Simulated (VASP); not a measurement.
## Cu: single point with PBEsol

The system is Cu.

```xyz
2
Lattice="2.5341 0.0000 0.0000 -1.2670 2.1946 0.0000 0.0000 0.0000 4.1126" Properties=species:S:1:pos:R:3 pbc="T T T"
Cu   -0.4500    1.6881    1.0281
Cu    1.2670    0.7315    3.0844
```

This cell differs from its parent crystal: atom 1 (Cu) moved by (-0.450, +0.225) A along x and y.

- Program: VASP 6.6.1
- Task: single point
- Functional: PBEsol
- Potentials or basis: VASP PAW PBE potentials, release 64 (Cu)
- Cutoff: 520 eV
- k mesh: 24 × 24 × 12
- Occupations: gaussian, width 0.15 eV
- Spin: no spin polarisation
- Dipole correction: no
- Further INCAR settings: ALGO = Fast; EDIFF = 1e-07; NBANDS = 18

| Property | Result |
| --- | --- |
| Pressure | 1.1 GPa |
| Largest force | 0.220 eV/Å |
| Band gap on the k mesh | zero (band 11 reaches 11.88 eV, above the bottom of band 12 at 5.74 eV) |

Forces in eV/Å, atoms in the order of the input:
```
Cu   0.219 -0.012  0.000
Cu  -0.219  0.012  0.000
```

Stress tensor (GPa, compression positive):
```
-4.64  5.53  0.00
 5.53  1.38  0.00
 0.00  0.00  6.43
```

Levels at points of the mesh, in eV from the Fermi level:
| k point | band 7 | band 8 | band 9 | band 10 | band 11 | band 12 | band 13 | band 14 | band 15 | band 16 |
| --- | --- | --- | --- | --- | --- | --- | --- | --- | --- | --- |
| (0.00, 0.00, 0.00) | -2.70 | -2.68 | -2.29 | -1.95 | -1.40 | -1.06 | 4.03 | 20.87 | 21.26 | 21.28 |
| (0.50, 0.00, 0.00) | -2.76 | -2.03 | -1.67 | -1.57 | 0.60 | 0.96 | 9.11 | 9.48 | 9.86 | 10.21 |
| (0.00, 0.50, 0.00) | -2.71 | -2.08 | -1.66 | -1.58 | 0.48 | 1.09 | 8.89 | 9.26 | 10.07 | 10.44 |
| (0.50, 0.50, 0.00) | -2.19 | -1.69 | -1.53 | -1.48 | -1.11 | 2.56 | 6.28 | 6.75 | 12.11 | 12.71 |
| (0.00, 0.00, 0.50) | -2.97 | -2.97 | -2.22 | -2.22 | -2.06 | -2.06 | 12.87 | 12.87 | 22.67 | 22.67 |
| (0.50, 0.00, 0.50) | -1.65 | -1.65 | -1.47 | -1.47 | -0.07 | -0.07 | 5.32 | 5.32 | 15.64 | 15.64 |
| (0.00, 0.50, 0.50) | -1.65 | -1.65 | -1.49 | -1.49 | -0.01 | -0.01 | 5.29 | 5.29 | 15.60 | 15.60 |
| (0.50, 0.50, 0.50) | -2.51 | -2.51 | -1.61 | -1.61 | 1.78 | 1.78 | 3.75 | 3.75 | 16.35 | 16.35 |

Run time: 9.3 min on 1 thread of Intel Xeon 6975P-C, on a shared host, peak memory 0.73 GiB.

Caveat: the cell differs from its parent crystal (atom 1 (Cu) moved by (-0.450, +0.225) A along x and y); the PAW data sets were made with another functional, which shifts forces and pressure a little.
